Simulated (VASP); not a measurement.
# I (Fmmm) in VASP: relaxation of cell and atoms with PBE

Aim: the relaxation of cell and atoms of I with PBE.

Everything below comes from runs of VASP 6.6.1. Logs are shortened: lines on timing, memory, paths and dates and some standing lists are left out, and cuts for length are marked.

### 1 The cell of the first run

It takes space group Fmmm (No. 69, orthorhombic). Conventional cell: a = 4.435 Å, b = 8.600 Å, c = 10.895 Å, α = 90.00°, β = 90.00°, γ = 90.00°. Within 3.7 Å of I (site symmetry mm2) lie 3 I at 2.80 to 3.45 Å.

### 2 Relaxation of cell and atoms, PBE

Input file INCAR:

```
PREC = Accurate ; ENCUT = 600
EDIFF = 1E-6 ; ISMEAR = 0
SIGMA = 0.01 ; LREAL = False
LASPH = True ; NELM = 60
ALGO = Normal ; ISIF = 3
LWAVE = False ; LCHARG = False
GGA = PE ; IBRION = 2
NSW = 100 ; EDIFFG = -0.01
```

Input file KPOINTS:

```
Automatic mesh
0
Gamma
  10 10 10
```

Input file POSCAR:

```
I
1.0
    0.0000000000      4.3000262486      5.4476644677
    2.2175297252      0.0000000000      5.4476644677
    2.2175297252      4.3000262486      0.0000000000
I
2
Direct
    0.3715028320      0.3715028320      0.6284971680
    0.6284971680      0.6284971680      0.3715028320
```

Potentials or basis: VASP PAW PBE potentials, release 64 (I).

On the command line:

```bash
cat potpaw_PBE.64/I/POTCAR > POTCAR
mpirun -np 1 vasp_std > vasp.out
```

OUTCAR:

```text
PREC = Accurate
   ENCUT = 600
   EDIFF = 1E-6
   ISMEAR = 0
   LREAL = False
   LASPH = True
   NELM = 60
   ISIF = 3
   GGA = PE
   IBRION = 2
   NSW = 100
   EDIFFG = -0.01

 ion  position               nearest neighbor table
   1  0.372  0.372  0.628-   2 2.80   2 3.45   2 3.45
   2  0.628  0.628  0.372-   1 2.80   1 3.45   1 3.45

  LATTYP: Found a face centered orthorhombic cell.
 ALAT       =     4.4350594504
 B/A-ratio  =     1.9391064750
 C/A-ratio  =     2.4566365022

  Lattice vectors:

 A1 = (   0.0000000000,   4.3000262486,   5.4476644677)
 A2 = (   2.2175297252,   0.0000000000,   5.4476644677)
 A3 = (   2.2175297252,   4.3000262486,   0.0000000000)

Analysis of symmetry for initial positions (statically):
=====================================================================
 Subroutine PRICEL returns:
 Original cell was already a primitive cell.

 Routine SETGRP: Setting up the symmetry group for a
 face centered orthorhombic supercell.

 Subroutine GETGRP returns: Found  8 space group operations
 (whereof  8 operations were pure point group operations)
 out of a pool of  8 trial point group operations.

The static configuration has the point symmetry D_2h.

Analysis of symmetry for dynamics (positions and initial velocities):
=====================================================================
 Subroutine PRICEL returns:
 Original cell was already a primitive cell.

 Routine SETGRP: Setting up the symmetry group for a
 face centered orthorhombic supercell.

 Subroutine GETGRP returns: Found  8 space group operations
 (whereof  8 operations were pure point group operations)
 out of a pool of  8 trial point group operations.

The dynamic configuration has the point symmetry D_2h.

 Subroutine INISYM returns: Found  8 space group operations
 (whereof  8 operations are pure point group operations),
 and found     1 'primitive' translations

----------------------------------------------------------------------------------------

                                     Primitive cell

  volume of cell :     103.8917

  direct lattice vectors                    reciprocal lattice vectors
     0.000000000  4.300026249  5.447664468    -0.225476121  0.116278360  0.091782452
     2.217529725  0.000000000  5.447664468     0.225476121 -0.116278360  0.091782452
     2.217529725  4.300026249  0.000000000     0.225476121  0.116278360 -0.091782452

  length of vectors
     6.940264685  5.881707765  4.838146734     0.269785390  0.269785390  0.269785390

  position of ions in fractional coordinates (direct lattice)
     0.371502832  0.371502832  0.628497168
     0.628497168  0.628497168  0.371502832

  ion indices of the primitive-cell ions
   primitive index   ion index
                 1           1
                 2           2

----------------------------------------------------------------------------------------

 KPOINTS: Automatic mesh

Automatic generation of k-mesh.
 Grid dimensions read from file:
 generate k-points for:   10   10   10

 Generating k-lattice:

  Cartesian coordinates                     Fractional coordinates (reciprocal lattice)
    -0.022547612  0.011627836  0.009178245     0.100000000  0.000000000  0.000000000
     0.022547612 -0.011627836  0.009178245     0.000000000  0.100000000  0.000000000
     0.022547612  0.011627836 -0.009178245     0.000000000  0.000000000  0.100000000

  Length of vectors
     0.026978539  0.026978539  0.026978539

  Shift w.r.t. Gamma in fractional coordinates (k-lattice)
     0.000000000  0.000000000  0.000000000

 Subroutine IBZKPT returns following result:
 ===========================================

 Found    171 irreducible k-points:

 Following reciprocal coordinates:
            Coordinates               Weight
  0.000000  0.000000  0.000000      1.000000
  0.100000  0.000000  0.000000      8.000000
  0.200000  0.000000  0.000000      8.000000
  0.300000  0.000000 -0.000000      8.000000
  0.400000  0.000000  0.000000      8.000000
  0.500000  0.000000  0.000000      4.000000
[... 16 lines left out ...]
  0.300000  0.300000  0.000000      2.000000
  0.400000  0.300000  0.000000      8.000000
 [... further k-points ...]
   k-points           NKPTS =    171   k-points in BZ     NKDIM =    171   number of bands    NBANDS=     11
   number of dos      NEDOS =    301   number of ions     NIONS =      2
   total plane-waves  NPLWV = 107520
   dimension x,y,z NGX =    56 NGY =   48 NGZ =   40
   dimension x,y,z NGXF=   112 NGYF=   96 NGZF=   80
   ions per type =               2
   NGX,Y,Z   is equivalent  to a cutoff of  13.41, 13.57, 13.74 a.u.
   NGXF,Y,Z  is equivalent  to a cutoff of  26.83, 27.13, 27.49 a.u.
 SYSTEM =  unknown system
   PREC   = accura    normal or accurate (medium, high low for compatibility)
   ISTART =      0    job   : 0-new  1-cont  2-samecut
   ICHARG =      2    charge: 1-file 2-atom 10-const
   ISPIN  =      1    spin polarized calculation?
   LNONCOLLINEAR =      F non collinear calculations
   LSORBIT =      F    spin-orbit coupling
   LASPH  =      T    aspherical Exc in radial PAW
   ENCUT  =  600.0 eV  44.10 Ry    6.64 a.u.  13.86 11.75  9.66*2*pi/ulx,y,z
   NELM   =     60;   NELMIN=  2; NELMDL= -5     # of ELM steps
   EDIFF  = 0.1E-05   stopping-criterion for ELM
   LREAL  =      F    real-space projection
   EDIFFG = -.1E-01   stopping-criterion for IOM
   NSW    =    100    number of steps for IOM
   IBRION =      2    ionic relax: 0-MD 1-quasi-New 2-CG
   NFREE  =      1    steps in history (QN), initial steepest desc. (CG)
   ISIF   =      3    stress and relaxation
   ISYM   =      2    0-nonsym 1-usesym 2-fastsym
   POTIM  = 0.5000    time-step for ionic-motion
   TEBEG  =    0.0;   TEEND  =   0.0 temperature during run
   PSTRESS=    0.0 pullay stress
   NELECT =      14.0000    total number of electrons
   NUPDOWN=      -1.0000    fix difference up-down
   EMIN   =  10.00;   EMAX   =-10.00  energy-range for DOS
   EFERMI =   0.00;   METHOD = LEGACY
   ISMEAR =     0;   SIGMA  =   0.01  broadening in eV -4-tet -1-fermi 0-gaus
   EFERMI_NEDOS =   21; number of points for ismear=-14 and -15
   IALGO  =     38    algorithm
   IMIX   =      4    mixing-type and parameters
     AMIX     =   0.40;   BMIX     =  1.00
     AMIX_MAG =   1.60;   BMIX_MAG =  1.00
  volume/ion in A,a.u.               =      51.95       350.55
  Fermi-wavevector in a.u.,A,eV,Ry     =   0.839313  1.586071  9.584571  0.704446
  Thomas-Fermi vector in A             =   1.953511
   LORBIT       =      0    0 simple, 1 ext, 2 COOP (PROOUT), +10 PAW based schemes
   GGA     = PE    functional components
   LHFCALC =     F    Hartree Fock is set to
   AEXX    =    0.0000 exact exchange contribution
   IVDW    =     0    specifies the selected vdW correction
   LEPSILON=     F    determine dielectric tensor
   LRPA    =     F    only Hartree local field effects (RPA)
 conjugate gradient relaxation of ions
 non-spin polarized calculation
 Gauss-broadening in eV      SIGMA  =   0.01
  energy-cutoff  :      600.00
  volume of cell :      103.89
 maximum number of plane-waves:      3492
   NGX = 27   NGY = 23   NGZ = 19

--------------------------------------- Ionic step        1  -------------------------------------------

 number of electron      14.0000000 magnetization

 Free energy of the ion-electron system (eV)
  ---------------------------------------------------
  ext. energy  EPLUGINS =         0.00000000
  ---------------------------------------------------
  free energy    TOTEN  =        -2.91254458 eV

  energy without entropy =       -2.91251092  energy(sigma->0) =       -2.91252775

------------------------ aborting loop because EDIFF is reached ----------------------------------------

  FORCE on cell =-STRESS in cart. coord.  units (eV):
  Direction    XX          YY          ZZ          XY          YZ          ZX
  --------------------------------------------------------------------------------------
  -------------------------------------------------------------------------------------
  Total       -0.1021170      0.1214589      0.0550685      0.0000000      0.0000000      0.0000000
  in kB       -1.5748085      1.8730915      0.8492456      0.0000000      0.0000000      0.0000000
  external PRESSURE =       0.3825095 kB  Pullay stress =       0.0000000 kB
[... 89 lines left out ...]
  FREE ENERGIE OF THE ION-ELECTRON SYSTEM (eV)
  ---------------------------------------------------
  free  energy   TOTEN  =        -2.9137817724 eV

  energy  without entropy=       -2.9137817724  energy(sigma->0) =       -2.91378177

[... ionic steps 4 to 23 ...]

--------------------------------------- Ionic step       24  -------------------------------------------

 number of electron      13.9999999 magnetization

------------------------ aborting loop because EDIFF is reached ----------------------------------------

  FORCE on cell =-STRESS in cart. coord.  units (eV):
  Direction    XX          YY          ZZ          XY          YZ          ZX
  --------------------------------------------------------------------------------------
  -------------------------------------------------------------------------------------
  Total        0.0195839      0.0170662     -0.0256385      0.0000000      0.0000000      0.0000000
  in kB        0.2853141      0.2486348     -0.3735227      0.0000000      0.0000000      0.0000000
  external PRESSURE =       0.0534754 kB  Pullay stress =       0.0000000 kB
[... 57 lines left out ...]
  energy  without entropy=       -2.9189347018  energy(sigma->0) =       -2.91893470

--------------------------------------- Ionic step       26  -------------------------------------------

 number of electron      13.9999999 magnetization

 Free energy of the ion-electron system (eV)
  ---------------------------------------------------
  ext. energy  EPLUGINS =         0.00000000
  ---------------------------------------------------
  free energy    TOTEN  =        -2.91893530 eV

  energy without entropy =       -2.91893530  energy(sigma->0) =       -2.91893530

 E-fermi :   0.8650     XC(G=0):  -6.8005

 val. band max:        0.7864902373   @ k =  -0.1000   0.4000   0.5000
 cond. band min:       0.9861456781   @ k =  -0.1000   0.4000   0.5000
 fundamental gap:      0.1996554408
 Fermi energy:         0.8649858621

 k-point     1 :       0.0000    0.0000    0.0000
  band No.  band energies     occupation
      1     -12.5791      2.00000
      2     -10.1095      2.00000
      3      -4.1302      2.00000
      4      -1.4227      2.00000
      5      -0.5218      2.00000
      6      -0.3006      2.00000
      7       0.5619      2.00000
      8       2.7317      0.00000
      9       5.0125      0.00000
     10       7.6200      0.00000
     11       8.3352      0.00000
[... 309 lines left out ...]
 k-point    24 :       0.4000    0.3000    0.0000
  band No.  band energies     occupation
      1     -12.1643      2.00000
      2     -10.9143      2.00000
      3      -2.6010      2.00000
      4      -1.4471      2.00000
      5      -1.0540      2.00000
      6      -0.0780      2.00000
      7       0.6896      2.00000
      8       1.2615      0.00000
      9       5.5558      0.00000
     10       6.6924      0.00000
     11       8.0498      0.00000

 [... further k-points ...]

------------------------ aborting loop because EDIFF is reached ----------------------------------------

  FORCE on cell =-STRESS in cart. coord.  units (eV):
  Direction    XX          YY          ZZ          XY          YZ          ZX
  --------------------------------------------------------------------------------------
  -------------------------------------------------------------------------------------
  Total        0.0115863      0.0193003     -0.0106802      0.0000000      0.0000000      0.0000000
  in kB        0.1685003      0.2806843     -0.1553221      0.0000000      0.0000000      0.0000000
  external PRESSURE =       0.0979542 kB  Pullay stress =       0.0000000 kB
[... 17 lines left out ...]
  FREE ENERGIE OF THE ION-ELECTRON SYSTEM (eV)
  ---------------------------------------------------
  free  energy   TOTEN  =        -2.9189352952 eV

  energy  without entropy=       -2.9189352952  energy(sigma->0) =       -2.91893530

 reached required accuracy - stopping structural energy minimisation
```

Run time: 20 min. Hardware: 1 thread of Intel Xeon 6975P-C (Granite Rapids), shared host; peak memory 0.5 GiB.

Results:

- Free energy: -2.9189 eV
- Relaxed volume: 55.08 Å³/atom
- Relaxed cell: a = 7.169 Å, b = 5.872 Å, c = 5.132 Å, α = 81.00°, β = 54.00°, γ = 44.99°
- Space group after relaxing (to 0.1 Å): Fmmm (No. 69)
- Energy gained by relaxing: 3.2 meV/atom
- Ionic steps: 26
- Pressure after relaxing: 0.0 GPa
- Largest force after relaxing: 0.010 eV/Å
- Band gap on the k mesh: 0.20 eV

Forces in eV/Å, atoms in the order of the input:
```
I    0.000  0.000  0.010
I    0.000  0.000 -0.010
```

The path:
```csv
step,energy change (eV),largest force (eV/Å),pressure (GPa),volume (Å³)
1,0.0000,0.0604,0.04,103.89
2,-0.0008,0.0204,-0.04,104.08
3,-0.0012,0.0294,-0.13,104.29
4,-0.0016,0.0302,-0.10,104.25
5,-0.0026,0.0319,-0.03,104.11
6,-0.0031,0.0384,0.14,103.84
7,-0.0032,0.0365,0.10,103.90
8,-0.0034,0.0395,0.08,104.08
9,-0.0039,0.0485,0.06,104.62
10,-0.0045,0.0656,0.00,105.70
11,-0.0049,0.0443,0.05,105.95
12,-0.0052,0.0090,0.16,106.53
13,-0.0054,0.0162,0.15,106.92
14,-0.0057,0.0375,0.13,108.11
15,-0.0056,0.0797,0.09,110.49
16,-0.0058,0.0539,0.11,109.03
17,-0.0060,0.0234,0.04,109.35
18,-0.0060,0.0131,0.00,109.46
19,-0.0060,0.0149,0.00,109.44
20,-0.0061,0.0124,0.01,109.52
21,-0.0063,0.0039,0.00,109.76
22,-0.0064,0.0129,0.01,110.25
23,-0.0064,0.0110,0.00,110.18
24,-0.0064,0.0033,0.01,109.97
25,-0.0064,0.0087,0.02,110.13
26,-0.0064,0.0100,0.01,110.17
```

Final structure:
```
CELL_PARAMETERS angstrom
0.00000 4.65046 5.45647
2.17080 0.00000 5.45647
2.17080 4.65046 0.00000
ATOMIC_POSITIONS crystal
I 0.37090 0.37090 0.62910
I 0.62910 0.62910 0.37090
```

Levels at points of the mesh, in eV from the valence-band top:
| k point | band 5 | band 6 | band 7 | band 8 | band 9 | band 10 |
| --- | --- | --- | --- | --- | --- | --- |
| (0.00, 0.00, 0.00) | -1.31 | -1.09 | -0.22 | 1.95 | 4.23 | 6.83 |
| (0.50, 0.00, 0.00) | -2.03 | -0.99 | -0.76 | 1.01 | 5.51 | 6.37 |
| (0.50, 0.50, 0.00) | -1.61 | -1.13 | -0.43 | 0.36 | 4.54 | 5.74 |
| (0.50, 0.00, 0.50) | -1.38 | -1.16 | -0.58 | 1.93 | 5.71 | 6.11 |
| (0.00, 0.50, 0.50) | -2.15 | -1.87 | -0.36 | 0.30 | 5.16 | 7.41 |

Caveat: semilocal functionals underestimate gaps, and a narrow one can read as zero; spin-orbit coupling is left out, which moves the levels of the heavy elements. A k mesh can miss the band edges.
